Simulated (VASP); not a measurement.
# Mg (Im-3m) in VASP: further runs, part 2 of 2

VASP 6.6.1. The steps go on from the part before.

### Step 3. Single point, r2SCAN

This run uses another cell than the first one, of 22.12 Å³/atom, 0.985 times its volume.

File POSCAR:

```
Mg
1.0
   -1.7684300972      1.7684300972      1.7684300972
    1.7684300972     -1.7684300972      1.7684300972
    1.7684300972      1.7684300972     -1.7684300972
Mg
1
Direct
    0.0000000000      0.0000000000      0.0000000000
```

File INCAR.step1:

```
PREC = Accurate ; ENCUT = 660
ISMEAR = -1 ; SIGMA = 0.1
LREAL = F ; LASPH = T
NELM = 120 ; NBANDS = 7
GGA = PE ; ALGO = Normal
EDIFF = 1E-5 ; LWAVE = T
LCHARG = F ; GGA_COMPAT = F
```

File INCAR.step2:

```
PREC = Accurate ; ENCUT = 660
EDIFF = 1E-6 ; ISMEAR = -1
SIGMA = 0.1 ; LREAL = F
LASPH = T ; NELM = 120
ALGO = Normal ; ISIF = 2
LWAVE = F ; LCHARG = F
METAGGA = R2SCAN ; LMIXTAU = T
NBANDS = 7 ; ISTART = 1
GGA_COMPAT = F
```

File KPOINTS:

```
Automatic mesh
0
Gamma
  7 7 7
```

Potentials or basis: VASP PAW PBE potentials, release 64 (Mg).

Command:

```bash
$ cat potpaw_PBE.64/Mg/POTCAR > POTCAR
$ cp INCAR.step1 INCAR
$ mpirun -np 1 vasp_std > vasp.out
$ cp INCAR.step2 INCAR
$ mpirun -np 1 vasp_std > vasp.out
```

OUTCAR:

```text
PREC = Accurate
   ENCUT = 660
   EDIFF = 1E-6
   ISMEAR = -1
   LREAL = F
   LASPH = T
   NELM = 120
   ISIF = 2
   METAGGA = R2SCAN
   ISTART = 1

 ion  position               nearest neighbor table
   1  0.000  0.000  0.000-

  LATTYP: Found a body centered cubic cell.
 ALAT       =     3.5368601944

  Lattice vectors:

 A1 = (  -1.7684300972,   1.7684300972,   1.7684300972)
 A2 = (   1.7684300972,  -1.7684300972,   1.7684300972)
 A3 = (   1.7684300972,   1.7684300972,  -1.7684300972)

Analysis of symmetry for initial positions (statically):
=====================================================================
 Subroutine PRICEL returns:
 Original cell was already a primitive cell.

 Routine SETGRP: Setting up the symmetry group for a
 body centered cubic supercell.

 Subroutine GETGRP returns: Found 48 space group operations
 (whereof 48 operations were pure point group operations)
 out of a pool of 48 trial point group operations.

The static configuration has the point symmetry O_h .

Analysis of symmetry for dynamics (positions and initial velocities):
=====================================================================
 Subroutine PRICEL returns:
 Original cell was already a primitive cell.

 Routine SETGRP: Setting up the symmetry group for a
 body centered cubic supercell.

 Subroutine GETGRP returns: Found 48 space group operations
 (whereof 48 operations were pure point group operations)
 out of a pool of 48 trial point group operations.

The dynamic configuration has the point symmetry O_h .

 Subroutine INISYM returns: Found 48 space group operations
 (whereof 48 operations are pure point group operations),
 and found     1 'primitive' translations

----------------------------------------------------------------------------------------

                                     Primitive cell
[... 101 lines left out ...]
   IALGO  =     38    algorithm
   IMIX   =      4    mixing-type and parameters
     AMIX     =   0.40;   BMIX     =  1.00
     AMIX_MAG =   1.60;   BMIX_MAG =  1.00
  volume/ion in A,a.u.               =      22.12       149.29
  Fermi-wavevector in a.u.,A,eV,Ry     =   0.734757  1.388489  7.345344  0.539868
  Thomas-Fermi vector in A             =   1.827787
   LORBIT       =      0    0 simple, 1 ext, 2 COOP (PROOUT), +10 PAW based schemes
   METAGGA = R2SCAN    functional components
   LHFCALC =     F    Hartree Fock is set to
   AEXX    =    0.0000 exact exchange contribution
   IVDW    =     0    specifies the selected vdW correction
   LEPSILON=     F    determine dielectric tensor
   LRPA    =     F    only Hartree local field effects (RPA)
 non-spin polarized calculation
  energy-cutoff  :      660.00
  volume of cell :       22.12
 maximum number of plane-waves:       887
 NGX is ok and might be reduce to    28
   NGX = 13   NGY = 13   NGZ = 13

 number of electron       2.0000000 magnetization

 Free energy of the ion-electron system (eV)
  ---------------------------------------------------
  ext. energy  EPLUGINS =         0.00000000
  ---------------------------------------------------
  free energy    TOTEN  =        -4.15533330 eV

  energy without entropy =       -4.14994628  energy(sigma->0) =       -4.15263979

 E-fermi :   2.7247     XC(G=0):  -9.1594

 val. band max:        2.4499132100   @ k =  -0.4286  -0.4286   0.1429
 cond. band min:       3.2942697448   @ k =  -0.4286  -0.4286   0.1429
 fundamental gap:      0.8443565348
 Fermi energy:         2.7246808951

 k-point     1 :       0.0000    0.0000    0.0000
  band No.  band energies     occupation
      1      -4.7058      2.00000
      2      17.0231      0.00000
      3      17.0231      0.00000
      4      17.0231      0.00000
      5      19.2187      0.00000
      6      19.2187      0.00000
      7      19.7814      0.00000
[... 181 lines left out ...]
 k-point    20 :      -0.4286    0.4286    0.4286
  band No.  band energies     occupation
      1       4.2383      0.00000
      2       7.2892      0.00000
      3       7.3287      0.00000
      4       7.3287      0.00000
      5       9.4462      0.00000
      6      12.9595      0.00000
      7      26.0350      0.00000

------------------------ aborting loop because EDIFF is reached ----------------------------------------

  FORCE on cell =-STRESS in cart. coord.  units (eV):
  Direction    XX          YY          ZZ          XY          YZ          ZX
  --------------------------------------------------------------------------------------
  -------------------------------------------------------------------------------------
  Total        0.0498433      0.0498433      0.0498433      0.0000000      0.0000000      0.0000000
  in kB        3.6098911      3.6098911      3.6098911      0.0000000      0.0000000      0.0000000
  external PRESSURE =       3.6098911 kB  Pullay stress =       0.0000000 kB

 VOLUME and BASIS-vectors are now :
 -----------------------------------------------------------------------------
  energy-cutoff  :      660.00
  volume of cell :       22.12
      direct lattice vectors                 reciprocal lattice vectors
    -1.768430097  1.768430097  1.768430097     0.000000000  0.282736649  0.282736649
     1.768430097 -1.768430097  1.768430097     0.282736649  0.000000000  0.282736649
     1.768430097  1.768430097 -1.768430097     0.282736649  0.282736649  0.000000000

 POSITION                                       TOTAL-FORCE (eV/Angst)
 -----------------------------------------------------------------------------------
      0.00000      0.00000      0.00000         0.000000      0.000000     -0.000000
 -----------------------------------------------------------------------------------
    total drift:                               -0.000000     -0.000000     -0.000000

  FREE ENERGIE OF THE ION-ELECTRON SYSTEM (eV)
  ---------------------------------------------------
  free  energy   TOTEN  =        -4.1553332983 eV

  energy  without entropy=       -4.1499462770  energy(sigma->0) =       -4.15263979
```

OUTCAR.step1:

```text
PREC = Accurate
   ENCUT = 660
   ISMEAR = -1
   LREAL = F
   LASPH = T
   NELM = 120
[... 407 lines left out ...]

 POSITION                                       TOTAL-FORCE (eV/Angst)
 -----------------------------------------------------------------------------------
      0.00000      0.00000      0.00000         0.000000      0.000000     -0.000000
 -----------------------------------------------------------------------------------
    total drift:                               -0.000000     -0.000000     -0.000000

  FREE ENERGIE OF THE ION-ELECTRON SYSTEM (eV)
  ---------------------------------------------------
  free  energy   TOTEN  =        -1.5081067039 eV

  energy  without entropy=       -1.5019578995  energy(sigma->0) =       -1.50503230
```

OSZICAR.step1:

```text
N       E                     dE             d eps       ncg     rms          rms(c)
DAV:   1    -0.641554867147E+00   -0.64155E+00   -0.80619E+02   287   0.225E+02
DAV:   2    -0.151454748422E+01   -0.87299E+00   -0.87247E+00   364   0.122E+01
DAV:   3    -0.151674511509E+01   -0.21976E-02   -0.21976E-02   399   0.768E-01
DAV:   4    -0.151674590200E+01   -0.78690E-06   -0.78710E-06   364   0.149E-02
DAV:   5    -0.151674590415E+01   -0.21553E-08   -0.24509E-08   420   0.614E-04    0.678E-01
DAV:   6    -0.151257667095E+01    0.41692E-02   -0.25906E-04   336   0.124E-01    0.433E-01
DAV:   7    -0.150809987886E+01    0.44768E-02   -0.12010E-03   280   0.218E-01    0.242E-02
DAV:   8    -0.150810670387E+01   -0.68250E-05   -0.75687E-06   413   0.172E-02
   1 F= -.15081067E+01 E0= -.15050323E+01  d E =-.614880E-02
```

It took 11 s on 1 thread of Intel Xeon 6975P-C (Granite Rapids), shared host; peak memory 0.15 GiB.

What came out:

```
Free energy            : -4.1553 eV
Pressure               : 0.4 GPa
Band gap on the k mesh : zero (band 1 reaches 4.39 eV, above the bottom of band 2 at 2.37 eV)
```

Caveat: the PAW data sets were made with another functional, which shifts forces and pressure a little.

### Step 4. Single point, r2SCAN

This run uses another cell than the first one, of 22.80 Å³/atom, 1.015 times its volume.

File POSCAR:

```
Mg
1.0
   -1.7862044550      1.7862044550      1.7862044550
    1.7862044550     -1.7862044550      1.7862044550
    1.7862044550      1.7862044550     -1.7862044550
Mg
1
Direct
    0.0000000000      0.0000000000      0.0000000000
```

File INCAR.step1:

```
SYSTEM = Mg
ALGO = Normal ; EDIFF = 1E-5
ENCUT = 660 ; GGA = PE
GGA_COMPAT = .False. ; ISMEAR = -1
LASPH = .True. ; LCHARG = .False.
LREAL = .False. ; LWAVE = .True.
NBANDS = 7 ; NELM = 120
PREC = Accurate ; SIGMA = 0.1
```

File INCAR.step2:

```
SYSTEM = Mg
ALGO = Normal ; EDIFF = 1E-6
ENCUT = 660 ; GGA_COMPAT = .False.
ISIF = 2 ; ISMEAR = -1
ISTART = 1 ; LASPH = .True.
LCHARG = .True. ; LELF = .True.
LMIXTAU = .True. ; LREAL = .False.
LVHAR = .True. ; LWAVE = .False.
METAGGA = R2SCAN ; NBANDS = 7
NELM = 120 ; PREC = Accurate
SIGMA = 0.1
```

File KPOINTS:

```
k-points
0
Gamma
  7 7 7
  0 0 0
```

Potentials or basis: VASP PAW PBE potentials, release 64 (Mg).

Command:

```bash
$ cat potpaw_PBE.64/Mg/POTCAR > POTCAR
$ cp INCAR.step1 INCAR
$ mpirun -np 1 vasp_std > vasp.out
$ cp INCAR.step2 INCAR
$ mpirun -np 1 vasp_std > vasp.out
```

OUTCAR:

```text
SYSTEM = Mg
   EDIFF = 1E-6
   ENCUT = 660
   ISIF = 2
   ISMEAR = -1
   ISTART = 1
   LASPH = .True.
   LREAL = .False.
   METAGGA = R2SCAN
   NELM = 120
   PREC = Accurate

 ion  position               nearest neighbor table
   1  0.000  0.000  0.000-

  LATTYP: Found a body centered cubic cell.
 ALAT       =     3.5724089100

  Lattice vectors:

 A1 = (  -1.7862044550,   1.7862044550,   1.7862044550)
 A2 = (   1.7862044550,  -1.7862044550,   1.7862044550)
 A3 = (   1.7862044550,   1.7862044550,  -1.7862044550)

Analysis of symmetry for initial positions (statically):
=====================================================================
 Subroutine PRICEL returns:
 Original cell was already a primitive cell.

 Routine SETGRP: Setting up the symmetry group for a
 body centered cubic supercell.

 Subroutine GETGRP returns: Found 48 space group operations
 (whereof 48 operations were pure point group operations)
 out of a pool of 48 trial point group operations.

The static configuration has the point symmetry O_h .

Analysis of symmetry for dynamics (positions and initial velocities):
=====================================================================
 Subroutine PRICEL returns:
 Original cell was already a primitive cell.

 Routine SETGRP: Setting up the symmetry group for a
 body centered cubic supercell.

 Subroutine GETGRP returns: Found 48 space group operations
 (whereof 48 operations were pure point group operations)
 out of a pool of 48 trial point group operations.

The dynamic configuration has the point symmetry O_h .

 Subroutine INISYM returns: Found 48 space group operations
 (whereof 48 operations are pure point group operations),
 and found     1 'primitive' translations

----------------------------------------------------------------------------------------

                                     Primitive cell

  volume of cell :      22.7957

  direct lattice vectors                    reciprocal lattice vectors
    -1.786204455  1.786204455  1.786204455     0.000000000  0.279923163  0.279923163
     1.786204455 -1.786204455  1.786204455     0.279923163  0.000000000  0.279923163
     1.786204455  1.786204455 -1.786204455     0.279923163  0.279923163  0.000000000

  length of vectors
     3.093796869  3.093796869  3.093796869     0.395871133  0.395871133  0.395871133

  position of ions in fractional coordinates (direct lattice)
     0.000000000  0.000000000  0.000000000

  ion indices of the primitive-cell ions
   primitive index   ion index
                 1           1

----------------------------------------------------------------------------------------

 KPOINTS: k-points

Automatic generation of k-mesh.
 Grid dimensions read from file:
 generate k-points for:    7    7    7

 Generating k-lattice:

  Cartesian coordinates                     Fractional coordinates (reciprocal lattice)
     0.000000000  0.039989023  0.039989023     0.142857143  0.000000000  0.000000000
     0.039989023  0.000000000  0.039989023     0.000000000  0.142857143  0.000000000
     0.039989023  0.039989023  0.000000000     0.000000000  0.000000000  0.142857143

  Length of vectors
     0.056553019  0.056553019  0.056553019

  Shift w.r.t. Gamma in fractional coordinates (k-lattice)
     0.000000000  0.000000000  0.000000000

 Subroutine IBZKPT returns following result:
 ===========================================

 Found     20 irreducible k-points:

 Following reciprocal coordinates:
            Coordinates               Weight
  0.000000  0.000000  0.000000      1.000000
  0.142857  0.000000  0.000000     12.000000
  0.285714  0.000000  0.000000     12.000000
  0.428571  0.000000  0.000000     12.000000
  0.142857  0.142857  0.000000     24.000000
  0.285714  0.142857 -0.000000     48.000000
[... 12 lines left out ...]
 -0.428571 -0.428571  0.285714      8.000000
 -0.428571  0.428571  0.428571      6.000000
   k-points           NKPTS =     20   k-points in BZ     NKDIM =     20   number of bands    NBANDS=      7
   number of dos      NEDOS =    301   number of ions     NIONS =      1
   total plane-waves  NPLWV =  21952
   dimension x,y,z NGX =    28 NGY =   28 NGZ =   28
   dimension x,y,z NGXF=    56 NGYF=   56 NGZF=   56
   ions per type =               1
   NGX,Y,Z   is equivalent  to a cutoff of  15.05, 15.05, 15.05 a.u.
   NGXF,Y,Z  is equivalent  to a cutoff of  30.09, 30.09, 30.09 a.u.
 SYSTEM =  Mg
   PREC   = accura    normal or accurate (medium, high low for compatibility)
   ISTART =      1    job   : 0-new  1-cont  2-samecut
   ICHARG =      0    charge: 1-file 2-atom 10-const
   ISPIN  =      1    spin polarized calculation?
   LNONCOLLINEAR =      F non collinear calculations
   LSORBIT =      F    spin-orbit coupling
   LASPH  =      T    aspherical Exc in radial PAW
   ENCUT  =  660.0 eV  48.51 Ry    6.96 a.u.   6.48  6.48  6.48*2*pi/ulx,y,z
   NELM   =    120;   NELMIN=  2; NELMDL=  0     # of ELM steps
   EDIFF  = 0.1E-05   stopping-criterion for ELM
   LREAL  =      F    real-space projection
   EDIFFG = 0.1E-04   stopping-criterion for IOM
   NSW    =      0    number of steps for IOM
   IBRION =     -1    ionic relax: 0-MD 1-quasi-New 2-CG
   NFREE  =      0    steps in history (QN), initial steepest desc. (CG)
   ISIF   =      2    stress and relaxation
   ISYM   =      2    0-nonsym 1-usesym 2-fastsym
   POTIM  = 0.5000    time-step for ionic-motion
   TEBEG  =    0.0;   TEEND  =   0.0 temperature during run
   PSTRESS=    0.0 pullay stress
   NELECT =       2.0000    total number of electrons
   NUPDOWN=      -1.0000    fix difference up-down
   EMIN   =  10.00;   EMAX   =-10.00  energy-range for DOS
   EFERMI =   0.00;   METHOD = LEGACY
   ISMEAR =    -1;   SIGMA  =   0.10  broadening in eV -4-tet -1-fermi 0-gaus
   EFERMI_NEDOS =   21; number of points for ismear=-14 and -15
   IALGO  =     38    algorithm
   IMIX   =      4    mixing-type and parameters
     AMIX     =   0.40;   BMIX     =  1.00
     AMIX_MAG =   1.60;   BMIX_MAG =  1.00
  volume/ion in A,a.u.               =      22.80       153.83
  Fermi-wavevector in a.u.,A,eV,Ry     =   0.727445  1.374672  7.199885  0.529177
  Thomas-Fermi vector in A             =   1.818671
   LORBIT       =      0    0 simple, 1 ext, 2 COOP (PROOUT), +10 PAW based schemes
   METAGGA = R2SCAN    functional components
   LHFCALC =     F    Hartree Fock is set to
   AEXX    =    0.0000 exact exchange contribution
   IVDW    =     0    specifies the selected vdW correction
   LEPSILON=     F    determine dielectric tensor
   LRPA    =     F    only Hartree local field effects (RPA)
 non-spin polarized calculation
  energy-cutoff  :      660.00
  volume of cell :       22.80
 maximum number of plane-waves:       895
 NGX is ok and might be reduce to    28
   NGX = 13   NGY = 13   NGZ = 13

 number of electron       2.0000000 magnetization

 Free energy of the ion-electron system (eV)
  ---------------------------------------------------
  ext. energy  EPLUGINS =         0.00000000
  ---------------------------------------------------
  free energy    TOTEN  =        -4.15430108 eV

  energy without entropy =       -4.14882675  energy(sigma->0) =       -4.15156391

 E-fermi :   2.5790     XC(G=0):  -9.0617

 val. band max:        2.3155198335   @ k =  -0.4286  -0.4286   0.1429
 cond. band min:       3.1169956048   @ k =  -0.4286  -0.4286   0.1429
 fundamental gap:      0.8014757714
 Fermi energy:         2.5790474128

 k-point     1 :       0.0000    0.0000    0.0000
  band No.  band energies     occupation
      1      -4.7304      2.00000
      2      16.6535      0.00000
      3      16.6535      0.00000
      4      16.6535      0.00000
      5      18.8172      0.00000
      6      18.8172      0.00000
      7      19.1911      0.00000
[... 181 lines left out ...]
 k-point    20 :      -0.4286    0.4286    0.4286
  band No.  band energies     occupation
      1       4.0658      0.00000
      2       7.0726      0.00000
      3       7.0726      0.00000
      4       7.1176      0.00000
      5       9.1684      0.00000
      6      12.4754      0.00000
      7      25.4905      0.00000

------------------------ aborting loop because EDIFF is reached ----------------------------------------

  FORCE on cell =-STRESS in cart. coord.  units (eV):
  Direction    XX          YY          ZZ          XY          YZ          ZX
  --------------------------------------------------------------------------------------
  -------------------------------------------------------------------------------------
  Total       -0.1162425     -0.1162425     -0.1162425     -0.0000000      0.0000000     -0.0000000
  in kB       -8.1699966     -8.1699966     -8.1699966     -0.0000000      0.0000000     -0.0000000
  external PRESSURE =      -8.1699966 kB  Pullay stress =       0.0000000 kB

 VOLUME and BASIS-vectors are now :
 -----------------------------------------------------------------------------
  energy-cutoff  :      660.00
  volume of cell :       22.80
      direct lattice vectors                 reciprocal lattice vectors
    -1.786204455  1.786204455  1.786204455     0.000000000  0.279923163  0.279923163
     1.786204455 -1.786204455  1.786204455     0.279923163  0.000000000  0.279923163
     1.786204455  1.786204455 -1.786204455     0.279923163  0.279923163  0.000000000

 POSITION                                       TOTAL-FORCE (eV/Angst)
 -----------------------------------------------------------------------------------
      0.00000      0.00000      0.00000         0.000000      0.000000     -0.000000
 -----------------------------------------------------------------------------------
    total drift:                               -0.000000     -0.000000      0.000000

  FREE ENERGIE OF THE ION-ELECTRON SYSTEM (eV)
  ---------------------------------------------------
  free  energy   TOTEN  =        -4.1543010755 eV

  energy  without entropy=       -4.1488267498  energy(sigma->0) =       -4.15156391
```

Wall time 10 s (1 thread of Intel Xeon 6975P-C (Granite Rapids), shared host); peak memory 0.15 GiB.

Results:

- Free energy: -4.1543 eV
- Pressure: -0.8 GPa
- Band gap on the k mesh: zero (band 1 reaches 4.22 eV, above the bottom of band 2 at 2.20 eV)

Caveat: the PAW data sets were made with another functional, which shifts forces and pressure a little.

### Step 5. The runs side by side

| cell | gap on the mesh (eV) | pressure (GPa) |
| --- | --- | --- |
| a = 3.078 Å, angles 109.5°, 1 atom | none | -0.2 |
| a = 3.063 Å, angles 109.5°, 1 atom | none | 0.4 |
| a = 3.094 Å, angles 109.5°, 1 atom | none | -0.8 |

Alike in all rows: task single point; level r2SCAN; potentials or basis VASP PAW PBE potentials, release 64 (Mg); no spin polarisation; k mesh 7 × 7 × 7; cutoff (eV) 660; smearing fermi-dirac 0.1 eV.

Caveats: the PAW data sets were made with another functional, which shifts forces and pressure a little.

Absolute energies hang on the potentials; compare differences alone.
